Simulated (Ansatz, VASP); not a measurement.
Ba2CrMoF6 in VASP and in Ansatz

```
Cr F Mo Ba
1.0
     0.00000    4.20327    4.20327
     4.20327    0.00000    4.20327
     4.20327    4.20327    0.00000
Cr F Mo Ba
1 6 1 2
Direct
  0.00000 0.00000 0.00000
  0.73570 0.26430 0.26430
  0.26430 0.73570 0.26430
  0.26430 0.73570 0.73570
  0.73570 0.26430 0.73570
  0.26430 0.26430 0.73570
  0.73570 0.73570 0.26430
  0.50000 0.50000 0.50000
  0.25000 0.25000 0.25000
  0.75000 0.75000 0.75000
```

Alike in both runs: task single point; functional r2SCAN; k mesh 7 × 7 × 7; no spin polarisation.

```csv
,VASP,Ansatz
version,VASP 6.6.1,Ansatz 0.2.0
potentials or method,"VASP PAW PBE potentials, release 64 (Cr_pv, F, Mo_sv, Ba_sv), cutoff 520 eV",PAW plane waves
occupations,"methfessel-paxton of order 1, width 0.1476 eV","cold, width 0.1476 eV"
valence electrons in the cell,88,90
```

|  | VASP | Ansatz | Ansatz less VASP |
| --- | --- | --- | --- |
| pressure (GPa) | 9.4 | 8.3 | -1.13 |
| rms of the force components (eV/Å) | 1.492 | 1.455 | -0.0373 |

VASP's potentials were made for PBE, not for r2SCAN. Atom by atom the forces differ by 0.037 eV/Å (rms over components). VASP's potentials hold 88 valence electrons a cell and Ansatz's 90, so a difference there can come from the potentials and not from the codes.

Spin-orbit coupling is off throughout.
